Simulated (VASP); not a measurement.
# Na (Pm-3m) in VASP: notebook

Runs on Na. Level: PBEsol. Tasks: single point.

All numbers are computed with VASP 6.6.1; they aren't measurements. Logs are shortened: lines on timing, memory, paths and dates and some standing lists are left out, and cuts for length are marked.

### 1 The cell of the first run

Symmetry: Pm-3m, No. 221, cubic system. Conventional cell: a = 6.831 Å, b = 6.831 Å, c = 6.831 Å, α = 90.00°, β = 90.00°, γ = 90.00°.

This isn't the form of Na at room conditions, which is bcc.

### 2 Single point, PBEsol (strained)

INCAR reads:

```
  ALGO = Normal
  EDIFF = 1E-6
  ENCUT = 520
  GGA = PS
  ISIF = 2
  ISMEAR = 0
  LASPH = True
  LCHARG = True
  LELF = True
  LREAL = False
  LVHAR = True
  LWAVE = False
  NBANDS = 10
  NELM = 60
  PREC = Accurate
  SIGMA = 0.1
```

KPOINTS reads:

```
k-points
0
Gamma
  6 6 6
```

POSCAR reads:

```
Na
1.0
    6.8305521007      0.0000000000      0.0000000000
    0.0000000000      6.8305521007      0.0000000000
    0.0000000000      0.0000000000      6.8305521007
Na
1
Direct
    0.0000000000      0.0000000000      0.0000000000
```

Potentials or basis: VASP PAW PBE potentials, release 64 (Na_pv).

On the command line:

```
> cat potpaw_PBE.64/Na_pv/POTCAR > POTCAR
> mpirun -np 1 vasp_std > vasp.out
```

OUTCAR:

```text
EDIFF = 1E-6
   ENCUT = 520
   GGA = PS
   ISIF = 2
   ISMEAR = 0
   LASPH = True
   LREAL = False
   NELM = 60
   PREC = Accurate

 ion  position               nearest neighbor table
   1  0.000  0.000  0.000-

  LATTYP: Found a simple cubic cell.
 ALAT       =     6.8305521007

  Lattice vectors:

 A1 = (   6.8305521007,   0.0000000000,   0.0000000000)
 A2 = (   0.0000000000,   6.8305521007,   0.0000000000)
 A3 = (   0.0000000000,   0.0000000000,   6.8305521007)

Analysis of symmetry for initial positions (statically):
=====================================================================
 Subroutine PRICEL returns:
 Original cell was already a primitive cell.

 Routine SETGRP: Setting up the symmetry group for a
 simple cubic supercell.

 Subroutine GETGRP returns: Found 48 space group operations
 (whereof 48 operations were pure point group operations)
 out of a pool of 48 trial point group operations.

The static configuration has the point symmetry O_h .

Analysis of symmetry for dynamics (positions and initial velocities):
=====================================================================
 Subroutine PRICEL returns:
 Original cell was already a primitive cell.

 Routine SETGRP: Setting up the symmetry group for a
 simple cubic supercell.

 Subroutine GETGRP returns: Found 48 space group operations
 (whereof 48 operations were pure point group operations)
 out of a pool of 48 trial point group operations.

The dynamic configuration has the point symmetry O_h .

 Subroutine INISYM returns: Found 48 space group operations
 (whereof 48 operations are pure point group operations),
 and found     1 'primitive' translations

----------------------------------------------------------------------------------------

                                     Primitive cell

  volume of cell :     318.6893

  direct lattice vectors                    reciprocal lattice vectors
     6.830552101  0.000000000  0.000000000     0.146401050  0.000000000  0.000000000
     0.000000000  6.830552101  0.000000000     0.000000000  0.146401050  0.000000000
     0.000000000  0.000000000  6.830552101     0.000000000  0.000000000  0.146401050

  length of vectors
     6.830552101  6.830552101  6.830552101     0.146401050  0.146401050  0.146401050

  position of ions in fractional coordinates (direct lattice)
     0.000000000  0.000000000  0.000000000

  ion indices of the primitive-cell ions
   primitive index   ion index
                 1           1

----------------------------------------------------------------------------------------

 KPOINTS: k-points

Automatic generation of k-mesh.
 Grid dimensions read from file:
 generate k-points for:    6    6    6

 Generating k-lattice:

  Cartesian coordinates                     Fractional coordinates (reciprocal lattice)
     0.024400175  0.000000000  0.000000000     0.166666667  0.000000000  0.000000000
     0.000000000  0.024400175  0.000000000     0.000000000  0.166666667  0.000000000
     0.000000000  0.000000000  0.024400175     0.000000000  0.000000000  0.166666667

  Length of vectors
     0.024400175  0.024400175  0.024400175

  Shift w.r.t. Gamma in fractional coordinates (k-lattice)
     0.000000000  0.000000000  0.000000000

 Subroutine IBZKPT returns following result:
 ===========================================

 Found     20 irreducible k-points:

 Following reciprocal coordinates:
            Coordinates               Weight
  0.000000  0.000000  0.000000      1.000000
  0.166667  0.000000  0.000000      6.000000
  0.333333  0.000000  0.000000      6.000000
  0.500000  0.000000  0.000000      3.000000
  0.166667  0.166667  0.000000     12.000000
  0.333333  0.166667  0.000000     24.000000
[... 12 lines left out ...]
  0.500000  0.500000  0.333333      6.000000
  0.500000  0.500000  0.500000      1.000000
   k-points           NKPTS =     20   k-points in BZ     NKDIM =     20   number of bands    NBANDS=     10
   number of dos      NEDOS =    301   number of ions     NIONS =      1
   total plane-waves  NPLWV = 157464
   dimension x,y,z NGX =    54 NGY =   54 NGZ =   54
   dimension x,y,z NGXF=   108 NGYF=  108 NGZF=  108
   ions per type =               1
   NGX,Y,Z   is equivalent  to a cutoff of  13.14, 13.14, 13.14 a.u.
   NGXF,Y,Z  is equivalent  to a cutoff of  26.29, 26.29, 26.29 a.u.
 SYSTEM =  unknown system
   PREC   = accura    normal or accurate (medium, high low for compatibility)
   ISTART =      0    job   : 0-new  1-cont  2-samecut
   ICHARG =      2    charge: 1-file 2-atom 10-const
   ISPIN  =      1    spin polarized calculation?
   LNONCOLLINEAR =      F non collinear calculations
   LSORBIT =      F    spin-orbit coupling
   LASPH  =      T    aspherical Exc in radial PAW
   ENCUT  =  520.0 eV  38.22 Ry    6.18 a.u.  12.70 12.70 12.70*2*pi/ulx,y,z
   NELM   =     60;   NELMIN=  2; NELMDL= -5     # of ELM steps
   EDIFF  = 0.1E-05   stopping-criterion for ELM
   LREAL  =      F    real-space projection
[... 7 lines left out ...]
   TEBEG  =    0.0;   TEEND  =   0.0 temperature during run
   PSTRESS=    0.0 pullay stress
   NELECT =       7.0000    total number of electrons
   NUPDOWN=      -1.0000    fix difference up-down
   EMIN   =  10.00;   EMAX   =-10.00  energy-range for DOS
   EFERMI =   0.00;   METHOD = LEGACY
   ISMEAR =     0;   SIGMA  =   0.10  broadening in eV -4-tet -1-fermi 0-gaus
   EFERMI_NEDOS =   21; number of points for ismear=-14 and -15
   IALGO  =     38    algorithm
   IMIX   =      4    mixing-type and parameters
     AMIX     =   0.40;   BMIX     =  1.00
     AMIX_MAG =   1.60;   BMIX_MAG =  1.00
  volume/ion in A,a.u.               =     318.69      2150.62
  Fermi-wavevector in a.u.,A,eV,Ry     =   0.458478  0.866398  2.859971  0.210202
  Thomas-Fermi vector in A             =   1.443820
   LORBIT       =      0    0 simple, 1 ext, 2 COOP (PROOUT), +10 PAW based schemes
   GGA     = PS    functional components
   LHFCALC =     F    Hartree Fock is set to
   AEXX    =    0.0000 exact exchange contribution
   IVDW    =     0    specifies the selected vdW correction
   LEPSILON=     F    determine dielectric tensor
   LRPA    =     F    only Hartree local field effects (RPA)
 non-spin polarized calculation
 Gauss-broadening in eV      SIGMA  =   0.10
  energy-cutoff  :      520.00
  volume of cell :      318.69
 maximum number of plane-waves:      8642
 NGX is ok and might be reduce to    54
   NGX = 25   NGY = 25   NGZ = 25

 number of electron       6.9999983 magnetization

 Free energy of the ion-electron system (eV)
  ---------------------------------------------------
  ext. energy  EPLUGINS =         0.00000000
  ---------------------------------------------------
  free energy    TOTEN  =        -0.20901773 eV

  energy without entropy =       -0.19166844  energy(sigma->0) =       -0.20034308

 E-fermi :  -2.2868     XC(G=0):  -2.5423

 val. band max:       -2.2900195532   @ k =   0.3333   0.3333   0.0000
 cond. band min:      -2.2741957248   @ k =   0.5000   0.1667   0.1667
 fundamental gap:      0.0158238284
 Fermi energy:        -2.2868057762

 k-point     1 :       0.0000    0.0000    0.0000
  band No.  band energies     occupation
      1     -28.3944      2.00000
      2     -28.3944      2.00000
      3     -28.3944      2.00000
      4      -2.7466      2.00000
      5       0.5070      0.00000
      6       0.5070      0.00000
      7       0.5070      0.00000
      8       0.8161      0.00000
      9       1.1649      0.00000
     10       1.1649      0.00000

 k-point     2 :       0.1667    0.0000    0.0000
  band No.  band energies     occupation
      1     -28.3944      2.00000
      2     -28.3944      2.00000
      3     -28.3944      2.00000
      4      -2.6811      2.00000
      5      -0.1884      0.00000
      6       0.5669      0.00000
      7       0.5669      0.00000
      8       1.0051      0.00000
      9       1.2389      0.00000
     10       1.9193      0.00000

 k-point     3 :       0.3333    0.0000    0.0000
  band No.  band energies     occupation
      1     -28.3944      2.00000
      2     -28.3944      2.00000
      3     -28.3944      2.00000
      4      -2.5153      1.99877
      5      -0.8546      0.00000
      6       0.7150      0.00000
      7       0.7150      0.00000
      8       1.2402      0.00000
      9       1.4363      0.00000
     10       2.4114      0.00000

 k-point     4 :       0.5000    0.0000    0.0000
  band No.  band energies     occupation
      1     -28.3944      2.00000
      2     -28.3944      2.00000
      3     -28.3944      2.00000
      4      -2.4000      1.89068
      5      -1.1399      0.00000
      6       0.8137      0.00000
      7       0.8137      0.00000
      8       1.4513      0.00000
      9       1.5913      0.00000
     10       2.0846      0.00000
[... 170 lines left out ...]
 k-point    18 :       0.5000    0.3333    0.3333
  band No.  band energies     occupation
      1     -28.3944      2.00000
      2     -28.3944      2.00000
      3     -28.3944      2.00000
      4      -1.9637      0.00000
      5      -0.6242      0.00000
      6      -0.2410      0.00000
      7      -0.1955      0.00000
      8       0.8255      0.00000
      9       0.9562      0.00000
     10       1.3722      0.00000

 k-point    19 :       0.5000    0.5000    0.3333
  band No.  band energies     occupation
      1     -28.3944      2.00000
      2     -28.3944      2.00000
      3     -28.3944      2.00000
      4      -1.8607      0.00000
      5      -0.4876      0.00000
      6      -0.4876      0.00000
      7      -0.0960      0.00000
      8       0.5760      0.00000
      9       1.0808      0.00000
     10       1.0808      0.00000

 k-point    20 :       0.5000    0.5000    0.5000
  band No.  band energies     occupation
      1     -28.3944      2.00000
      2     -28.3944      2.00000
      3     -28.3944      2.00000
      4      -1.7603      0.00000
      5      -0.3606      0.00000
      6      -0.3606      0.00000
      7      -0.3606      0.00000
      8       0.7806      0.00000
      9       0.7806      0.00000
     10       0.7806      0.00000

------------------------ aborting loop because EDIFF is reached ----------------------------------------

  FORCE on cell =-STRESS in cart. coord.  units (eV):
  Direction    XX          YY          ZZ          XY          YZ          ZX
  --------------------------------------------------------------------------------------
  -------------------------------------------------------------------------------------
  Total       -0.3454704     -0.3454704     -0.3454704     -0.0000000     -0.0000000      0.0000000
  in kB       -1.7368169     -1.7368169     -1.7368169     -0.0000000     -0.0000000      0.0000000
  external PRESSURE =      -1.7368169 kB  Pullay stress =       0.0000000 kB

 VOLUME and BASIS-vectors are now :
 -----------------------------------------------------------------------------
  energy-cutoff  :      520.00
  volume of cell :      318.69
      direct lattice vectors                 reciprocal lattice vectors
     6.830552101  0.000000000  0.000000000     0.146401050  0.000000000  0.000000000
     0.000000000  6.830552101  0.000000000     0.000000000  0.146401050  0.000000000
     0.000000000  0.000000000  6.830552101     0.000000000  0.000000000  0.146401050

 POSITION                                       TOTAL-FORCE (eV/Angst)
 -----------------------------------------------------------------------------------
      0.00000      0.00000      0.00000         0.000000      0.000000      0.000000
 -----------------------------------------------------------------------------------
    total drift:                                0.000000     -0.000000     -0.000000

  FREE ENERGIE OF THE ION-ELECTRON SYSTEM (eV)
  ---------------------------------------------------
  free  energy   TOTEN  =        -0.2090177324 eV

  energy  without entropy=       -0.1916684371  energy(sigma->0) =       -0.20034308
```

Run time: 66 s. Hardware: 1 thread of Intel Xeon Platinum 8488C (Sapphire Rapids), shared host; peak memory 0.4 GiB.

Results:

```yaml
Free_energy: -0.2090 eV
Pressure: -0.2 GPa
Band_gap_on_the_k_mesh: zero (an odd number of electrons rules out a gap without spin polarisation)
```

Caveat: the cell differs from its parent crystal (strained); the nearest neighbours stand farther apart than a usual bond; the PAW data sets were made with another functional, which shifts forces and pressure a little.

### 3 Single point, PBEsol (strained)

INCAR reads:

```
SYSTEM = Na
PREC     = Accurate       ! precision mode
ENCUT    = 520            ! plane-wave cutoff, eV
EDIFF    = 1E-6           ! SCF threshold, eV
ISMEAR   = 0              ! smearing method
SIGMA    = 0.1            ! smearing width, eV
LREAL    = .FALSE.        ! projectors in reciprocal space
LASPH    = .TRUE.         ! aspherical terms in the spheres
NELM     = 80             ! most SCF steps
ALGO     = Fast           ! electronic algorithm
ISIF     = 2              ! what is computed and relaxed
LWAVE    = .FALSE.        ! write WAVECAR
LCHARG   = .FALSE.        ! write CHGCAR
GGA      = PS             ! functional
NBANDS   = 10             ! bands
```

KPOINTS reads:

```
Automatic mesh
0
G
  6 6 6
  0 0 0
```

POSCAR reads:

```
Na
1.0
    6.8622273770      0.0000000000      0.0000000000
    0.0000000000      6.8622273770      0.0000000000
    0.0000000000      0.0000000000      6.8622273770
Na
1
Direct
    0.0000000000      0.0000000000      0.0000000000
```

Potentials or basis: VASP PAW PBE potentials, release 64 (Na_pv).

On the command line:

```
> cat potpaw_PBE.64/Na_pv/POTCAR > POTCAR
> mpirun -np 1 vasp_std > vasp.out
```

It took 71 s on 1 thread of Intel Xeon Platinum 8488C (Sapphire Rapids), shared host; peak memory 0.39 GiB.

The run converged. Its results:

```
Free energy            : -0.2043 eV
Pressure               : -0.2 GPa
Band gap on the k mesh : zero (an odd number of electrons rules out a gap without spin polarisation)
```

Levels at points of the mesh, in eV from the Fermi level:
```
           k point  band 1  band 2  band 3  band 4  band 5  band 6
(0.00, 0.00, 0.00)  -26.11  -26.11  -26.11   -0.45    2.78    2.78
(0.50, 0.00, 0.00)  -26.11  -26.11  -26.11   -0.11    1.16    3.08
(0.50, 0.50, 0.00)  -26.11  -26.11  -26.11    0.21    1.56    1.56
(0.50, 0.50, 0.50)  -26.11  -26.11  -26.11    0.51    1.92    1.92
```

Caveat: the cell differs from its parent crystal (strained); the nearest neighbours stand farther apart than a usual bond; the PAW data sets were made with another functional, which shifts forces and pressure a little.
